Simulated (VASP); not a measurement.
# ZnSe in VASP: further runs

The runs below take ZnSe through single point, with PBE.

Everything below comes from runs of VASP 6.6.1. Logs are shortened: lines on timing, memory, paths and dates and some standing lists are left out, and cuts for length are marked.

## 1. The cell of the first run

It takes space group F-43m (No. 216, cubic). The conventional cell has a = 5.580 Å, b = 5.580 Å, c = 5.580 Å, α = 90.00°, β = 90.00°, γ = 90.00°. Zn (site symmetry -43m) has 4 Se at 2.42 Å within 3.2 Å. Within 3.2 Å of Se (site symmetry -43m) lie 4 Zn at 2.42 Å.

## 2. Single point, PBE (strain -1.5%)

Input file INCAR:

```
SYSTEM = ZnSe
PREC     = Accurate       ! precision mode
ENCUT    = 520            ! plane-wave cutoff, eV
EDIFF    = 1E-6           ! SCF threshold, eV
ISMEAR   = 0              ! smearing method
SIGMA    = 0.01           ! smearing width, eV
LREAL    = .False.        ! projectors in reciprocal space
LASPH    = .True.         ! aspherical terms in the spheres
NELM     = 80             ! most SCF steps
ALGO     = Normal         ! electronic algorithm
ISIF     = 2              ! what is computed and relaxed
LWAVE    = .False.        ! write WAVECAR
LCHARG   = .False.        ! write CHGCAR
GGA      = PE             ! functional
NBANDS   = 16             ! bands
```

Input file KPOINTS:

```
Automatic mesh
0
Gamma
  4 4 4
  0 0 0
```

Input file POSCAR:

```
ZnSe
1.0
    0.0000000000      2.7899343746      2.7899343746
    2.7899343746      0.0000000000      2.7899343746
    2.7899343746      2.7899343746      0.0000000000
Zn Se
1 1
Direct
    0.0000000000      0.0000000000      0.0000000000
    0.2500000000      0.2500000000      0.2500000000
```

Potentials or basis: VASP PAW PBE potentials, release 64 (Zn, Se).

Command:

```bash
$ cat potpaw_PBE.64/Zn/POTCAR potpaw_PBE.64/Se/POTCAR > POTCAR
$ mpirun -np 1 vasp_std > vasp.out
```

OUTCAR:

```text
SYSTEM = ZnSe
   PREC = Accurate
   ENCUT = 520
   EDIFF = 1E-6
   ISMEAR = 0
   LREAL = .False.
   LASPH = .True.
   NELM = 80
   ISIF = 2
   GGA = PE

 ion  position               nearest neighbor table
   1  0.000  0.000  0.000-   2 2.42   2 2.42   2 2.42   2 2.42
   2  0.250  0.250  0.250-   1 2.42   1 2.42   1 2.42   1 2.42

  LATTYP: Found a face centered cubic cell.
 ALAT       =     5.5798687492

  Lattice vectors:

 A1 = (   0.0000000000,   2.7899343746,   2.7899343746)
 A2 = (   2.7899343746,   0.0000000000,   2.7899343746)
 A3 = (   2.7899343746,   2.7899343746,   0.0000000000)

Analysis of symmetry for initial positions (statically):
=====================================================================
 Subroutine PRICEL returns:
 Original cell was already a primitive cell.

 Routine SETGRP: Setting up the symmetry group for a
 face centered cubic supercell.

 Subroutine GETGRP returns: Found 24 space group operations
 (whereof 24 operations were pure point group operations)
 out of a pool of 48 trial point group operations.

The static configuration has the point symmetry T_d .

Analysis of symmetry for dynamics (positions and initial velocities):
=====================================================================
 Subroutine PRICEL returns:
 Original cell was already a primitive cell.

 Routine SETGRP: Setting up the symmetry group for a
 face centered cubic supercell.

 Subroutine GETGRP returns: Found 24 space group operations
 (whereof 24 operations were pure point group operations)
 out of a pool of 48 trial point group operations.

The dynamic configuration has the point symmetry T_d .

 Subroutine INISYM returns: Found 24 space group operations
 (whereof 24 operations are pure point group operations),
 and found     1 'primitive' translations

----------------------------------------------------------------------------------------

                                     Primitive cell

  volume of cell :      43.4322

  direct lattice vectors                    reciprocal lattice vectors
     0.000000000  2.789934375  2.789934375    -0.179215685  0.179215685  0.179215685
     2.789934375  0.000000000  2.789934375     0.179215685 -0.179215685  0.179215685
     2.789934375  2.789934375  0.000000000     0.179215685  0.179215685 -0.179215685

  length of vectors
     3.945563031  3.945563031  3.945563031     0.310410672  0.310410672  0.310410672

  position of ions in fractional coordinates (direct lattice)
     0.000000000  0.000000000  0.000000000
     0.250000000  0.250000000  0.250000000

  ion indices of the primitive-cell ions
   primitive index   ion index
                 1           1
                 2           2

----------------------------------------------------------------------------------------

 KPOINTS: Automatic mesh

Automatic generation of k-mesh.
 Grid dimensions read from file:
 generate k-points for:    4    4    4

 Generating k-lattice:

  Cartesian coordinates                     Fractional coordinates (reciprocal lattice)
    -0.044803921  0.044803921  0.044803921     0.250000000  0.000000000  0.000000000
     0.044803921 -0.044803921  0.044803921     0.000000000  0.250000000  0.000000000
     0.044803921  0.044803921 -0.044803921     0.000000000  0.000000000  0.250000000

  Length of vectors
     0.077602668  0.077602668  0.077602668

  Shift w.r.t. Gamma in fractional coordinates (k-lattice)
     0.000000000  0.000000000  0.000000000

 Subroutine IBZKPT returns following result:
 ===========================================

 Found      8 irreducible k-points:

 Following reciprocal coordinates:
            Coordinates               Weight
  0.000000  0.000000  0.000000      1.000000
  0.250000  0.000000  0.000000      8.000000
  0.500000  0.000000  0.000000      4.000000
  0.250000  0.250000  0.000000      6.000000
  0.500000  0.250000  0.000000     24.000000
 -0.250000  0.250000  0.000000     12.000000
  0.500000  0.500000  0.000000      3.000000
 -0.250000  0.500000  0.250000      6.000000
   k-points           NKPTS =      8   k-points in BZ     NKDIM =      8   number of bands    NBANDS=     16
   number of dos      NEDOS =    301   number of ions     NIONS =      2
   total plane-waves  NPLWV =  27000
   dimension x,y,z NGX =    30 NGY =   30 NGZ =   30
   dimension x,y,z NGXF=    60 NGYF=   60 NGZF=   60
   ions per type =               1   1
   NGX,Y,Z   is equivalent  to a cutoff of  12.64, 12.64, 12.64 a.u.
   NGXF,Y,Z  is equivalent  to a cutoff of  25.28, 25.28, 25.28 a.u.
 SYSTEM =  ZnSe
   PREC   = accura    normal or accurate (medium, high low for compatibility)
   ISTART =      0    job   : 0-new  1-cont  2-samecut
   ICHARG =      2    charge: 1-file 2-atom 10-const
   ISPIN  =      1    spin polarized calculation?
   LNONCOLLINEAR =      F non collinear calculations
   LSORBIT =      F    spin-orbit coupling
   LASPH  =      T    aspherical Exc in radial PAW
   ENCUT  =  520.0 eV  38.22 Ry    6.18 a.u.   7.34  7.34  7.34*2*pi/ulx,y,z
   NELM   =     80;   NELMIN=  2; NELMDL= -5     # of ELM steps
   EDIFF  = 0.1E-05   stopping-criterion for ELM
   LREAL  =      F    real-space projection
   EDIFFG = 0.1E-04   stopping-criterion for IOM
   NSW    =      0    number of steps for IOM
   IBRION =     -1    ionic relax: 0-MD 1-quasi-New 2-CG
   NFREE  =      0    steps in history (QN), initial steepest desc. (CG)
   ISIF   =      2    stress and relaxation
   ISYM   =      2    0-nonsym 1-usesym 2-fastsym
   POTIM  = 0.5000    time-step for ionic-motion
   TEBEG  =    0.0;   TEEND  =   0.0 temperature during run
   PSTRESS=    0.0 pullay stress
   NELECT =      18.0000    total number of electrons
   NUPDOWN=      -1.0000    fix difference up-down
   EMIN   =  10.00;   EMAX   =-10.00  energy-range for DOS
   EFERMI =   0.00;   METHOD = LEGACY
   ISMEAR =     0;   SIGMA  =   0.01  broadening in eV -4-tet -1-fermi 0-gaus
   EFERMI_NEDOS =   21; number of points for ismear=-14 and -15
   IALGO  =     38    algorithm
   IMIX   =      4    mixing-type and parameters
     AMIX     =   0.40;   BMIX     =  1.00
     AMIX_MAG =   1.60;   BMIX_MAG =  1.00
  volume/ion in A,a.u.               =      21.72       146.55
  Fermi-wavevector in a.u.,A,eV,Ry     =   1.220567  2.306537 20.269744  1.489784
  Thomas-Fermi vector in A             =   2.355780
   LORBIT       =      0    0 simple, 1 ext, 2 COOP (PROOUT), +10 PAW based schemes
   GGA     = PE    functional components
   LHFCALC =     F    Hartree Fock is set to
   AEXX    =    0.0000 exact exchange contribution
   IVDW    =     0    specifies the selected vdW correction
   LEPSILON=     F    determine dielectric tensor
   LRPA    =     F    only Hartree local field effects (RPA)
 non-spin polarized calculation
 Gauss-broadening in eV      SIGMA  =   0.01
  energy-cutoff  :      520.00
  volume of cell :       43.43
 maximum number of plane-waves:      1211
 NGX is ok and might be reduce to    30
   NGX = 15   NGY = 15   NGZ = 15

 number of electron      17.9999984 magnetization

 Free energy of the ion-electron system (eV)
  ---------------------------------------------------
  ext. energy  EPLUGINS =         0.00000000
  ---------------------------------------------------
  free energy    TOTEN  =        -5.89626279 eV

  energy without entropy =       -5.89626279  energy(sigma->0) =       -5.89626279

 E-fermi :   2.1877     XC(G=0):  -9.5225

 val. band max:        2.0579856636   @ k =   0.0000   0.0000   0.0000
 cond. band min:       3.5294582379   @ k =   0.0000   0.0000   0.0000
 fundamental gap:      1.4714725743
 Fermi energy:         2.1877313834

 k-point     1 :       0.0000    0.0000    0.0000
  band No.  band energies     occupation
      1     -11.5096      2.00000
      2      -4.6988      2.00000
      3      -4.6988      2.00000
      4      -4.6988      2.00000
      5      -4.2883      2.00000
      6      -4.2883      2.00000
      7       2.0580      2.00000
      8       2.0580      2.00000
      9       2.0580      2.00000
     10       3.5295      0.00000
     11       7.8165      0.00000
     12       7.8165      0.00000
     13       7.8165      0.00000
     14      12.1524      0.00000
     15      13.5968      0.00000
     16      13.5968      0.00000

 k-point     2 :       0.2500    0.0000    0.0000
  band No.  band energies     occupation
      1     -11.1108      2.00000
      2      -4.6444      2.00000
      3      -4.6428      2.00000
      4      -4.6428      2.00000
      5      -4.2883      2.00000
      6      -4.2883      2.00000
      7      -1.1222      2.00000
      8       1.5381      2.00000
      9       1.5381      2.00000
     10       4.9123      0.00000
     11       8.4813      0.00000
     12       8.4813      0.00000
     13       8.7562      0.00000
     14      12.5370      0.00000
     15      12.5370      0.00000
     16      12.8456      0.00000

 k-point     3 :       0.5000    0.0000    0.0000
  band No.  band energies     occupation
      1     -10.6336      2.00000
      2      -4.6024      2.00000
      3      -4.6024      2.00000
      4      -4.2673      2.00000
      5      -4.2673      2.00000
      6      -4.1112      2.00000
      7      -3.4931      2.00000
      8       1.1162      2.00000
      9       1.1162      2.00000
     10       4.6652      0.00000
     11       8.4030      0.00000
     12       8.4030      0.00000
     13      10.7464      0.00000
     14      13.2653      0.00000
     15      15.3410      0.00000
     16      15.3410      0.00000

 k-point     4 :       0.2500    0.2500    0.0000
  band No.  band energies     occupation
      1     -10.9766      2.00000
      2      -4.7266      2.00000
      3      -4.5763      2.00000
      4      -4.5763      2.00000
      5      -4.3182      2.00000
      6      -4.2610      2.00000
      7      -0.9052      2.00000
      8       0.6979      2.00000
      9       0.6979      2.00000
     10       5.9281      0.00000
     11       6.1941      0.00000
     12      10.1851      0.00000
     13      10.1851      0.00000
     14      10.3839      0.00000
     15      14.4793      0.00000
     16      16.1420      0.00000

 k-point     5 :       0.5000    0.2500    0.0000
  band No.  band energies     occupation
      1     -10.4949      2.00000
      2      -4.6183      2.00000
      3      -4.5109      2.00000
      4      -4.4090      2.00000
      5      -4.2576      2.00000
      6      -4.1367      2.00000
      7      -2.7748      2.00000
      8      -0.5697      2.00000
      9       0.3331      2.00000
     10       5.7909      0.00000
     11       7.7534      0.00000
     12       9.6698      0.00000
     13      10.4688      0.00000
     14      13.3571      0.00000
     15      15.5079      0.00000
     16      16.4663      0.00000

 k-point     6 :      -0.2500    0.2500    0.0000
  band No.  band energies     occupation
      1     -10.6570      2.00000
      2      -4.5928      2.00000
      3      -4.5689      2.00000
      4      -4.4385      2.00000
      5      -4.3021      2.00000
      6      -4.2359      2.00000
      7      -2.2726      2.00000
      8      -0.6821      2.00000
      9       1.0695      2.00000
     10       6.2983      0.00000
     11       8.4930      0.00000
     12       8.9759      0.00000
     13       9.4025      0.00000
     14      11.9369      0.00000
     15      14.2695      0.00000
     16      16.4539      0.00000

 k-point     7 :       0.5000    0.5000    0.0000
  band No.  band energies     occupation
      1     -10.3343      2.00000
      2      -4.6955      2.00000
      3      -4.4164      2.00000
      4      -4.4164      2.00000
      5      -4.2338      2.00000
      6      -4.0901      2.00000
      7      -2.9198      2.00000
      8      -0.3082      2.00000
      9      -0.3082      2.00000
     10       4.9094      0.00000
     11       5.4900      0.00000
     12      13.1552      0.00000
     13      13.6163      0.00000
     14      13.6163      0.00000
     15      16.1154      0.00000
     16      16.6863      0.00000

 k-point     8 :      -0.2500    0.5000    0.2500
  band No.  band energies     occupation
      1     -10.3286      2.00000
      2      -4.5800      2.00000
      3      -4.4672      2.00000
      4      -4.3316      2.00000
      5      -4.3206      2.00000
      6      -3.9473      2.00000
      7      -2.8757      2.00000
      8      -0.9123      2.00000
      9      -0.8411      2.00000
     10       7.5230      0.00000
     11       7.8148      0.00000
     12       9.1065      0.00000
     13       9.7434      0.00000
     14      14.1318      0.00000
     15      16.0728      0.00000
     16      16.4068      0.00000

------------------------ aborting loop because EDIFF is reached ----------------------------------------

  FORCE on cell =-STRESS in cart. coord.  units (eV):
  Direction    XX          YY          ZZ          XY          YZ          ZX
  --------------------------------------------------------------------------------------
  -------------------------------------------------------------------------------------
  Total        1.6834444      1.6834444      1.6834444      0.0000000      0.0000000     -0.0000000
  in kB       62.1008291     62.1008291     62.1008291      0.0000000      0.0000000     -0.0000000
  external PRESSURE =      62.1008291 kB  Pullay stress =       0.0000000 kB

 VOLUME and BASIS-vectors are now :
 -----------------------------------------------------------------------------
  energy-cutoff  :      520.00
  volume of cell :       43.43
      direct lattice vectors                 reciprocal lattice vectors
     0.000000000  2.789934375  2.789934375    -0.179215685  0.179215685  0.179215685
     2.789934375  0.000000000  2.789934375     0.179215685 -0.179215685  0.179215685
     2.789934375  2.789934375  0.000000000     0.179215685  0.179215685 -0.179215685

 POSITION                                       TOTAL-FORCE (eV/Angst)
 -----------------------------------------------------------------------------------
      0.00000      0.00000      0.00000         0.000000      0.000000      0.000000
      1.39497      1.39497      1.39497        -0.000000     -0.000000     -0.000000
 -----------------------------------------------------------------------------------
    total drift:                                0.000001      0.000001      0.000001

  FREE ENERGIE OF THE ION-ELECTRON SYSTEM (eV)
  ---------------------------------------------------
  free  energy   TOTEN  =        -5.8962627896 eV

  energy  without entropy=       -5.8962627896  energy(sigma->0) =       -5.89626279
```

It took 5.1 s on 1 thread of Intel Xeon Platinum 8481C at 2.70GHz (Sapphire Rapids), shared host; peak memory 0.16 GiB.

What came out:

- Free energy: -5.8963 eV
- Pressure: 6.2 GPa
- Band gap on the k mesh: 1.47 eV, direct

Levels at points of the mesh, in eV from the valence-band top:
```
           k point  band 7  band 8  band 9  band 10  band 11  band 12
(0.00, 0.00, 0.00)    0.00    0.00    0.00     1.47     5.76     5.76
(0.50, 0.00, 0.00)   -5.55   -0.94   -0.94     2.61     6.35     6.35
(0.50, 0.50, 0.00)   -4.98   -2.37   -2.37     2.85     3.43    11.10
```

Caveat: the k points lie up to 0.49 Å⁻¹ apart; the cell differs from its parent crystal (strain -1.5%).

## 3. Single point, PBE (uniaxial x strain -2.0%)

Input file INCAR:

```
SYSTEM = ZnSe
ALGO = Normal ; EDIFF = 1E-6
ENCUT = 520 ; GGA = PE
ISIF = 2 ; ISMEAR = 0
LASPH = .TRUE. ; LCHARG = .FALSE.
LREAL = .FALSE. ; LWAVE = .FALSE.
NBANDS = 16 ; NELM = 100
PREC = Accurate ; SIGMA = 0.01
```

Input file KPOINTS:

```
k-points
0
G
  4 4 4
  0 0 0
```

Input file POSCAR:

```
ZnSe
1.0
    0.0000000000      2.8324206848      2.8324206848
    2.7757722711      0.0000000000      2.8324206848
    2.7757722711      2.8324206848      0.0000000000
Zn Se
1 1
Direct
    0.0000000000      0.0000000000      0.0000000000
    0.2500000000      0.2500000000      0.2500000000
```

Potentials or basis: VASP PAW PBE potentials, release 64 (Zn, Se).

Command:

```bash
$ cat potpaw_PBE.64/Zn/POTCAR potpaw_PBE.64/Se/POTCAR > POTCAR
$ mpirun -np 1 vasp_std > vasp.out
```

Wall time 6.5 s (1 thread of Intel Xeon Platinum 8481C at 2.70GHz (Sapphire Rapids), shared host); peak memory 0.16 GiB.

The run converged. Its results:

| Item | Value |
| --- | --- |
| Free energy | -5.9310 eV |
| Pressure | 4.2 GPa |
| Band gap on the k mesh | 1.32 eV, direct |

Stress tensor (GPa, compression positive):
```
4.65 0.00 0.00
0.00 4.01 0.00
0.00 0.00 4.01
```

Levels at points of the mesh, in eV from the valence-band top:
| k point | band 7 | band 8 | band 9 | band 10 | band 11 | band 12 |
| --- | --- | --- | --- | --- | --- | --- |
| (0.00, 0.00, 0.00) | -0.07 | -0.07 | 0.00 | 1.32 | 5.72 | 5.73 |
| (0.50, 0.00, 0.00) | -5.43 | -1.01 | -0.89 | 2.51 | 6.23 | 6.39 |
| (0.50, 0.50, 0.00) | -4.95 | -2.30 | -2.26 | 2.90 | 3.46 | 10.79 |
| (0.00, 0.50, 0.50) | -4.83 | -2.39 | -2.39 | 2.80 | 3.26 | 10.98 |

Caveat: the k points lie up to 0.48 Å⁻¹ apart; the cell differs from its parent crystal (uniaxial x strain -2.0%).
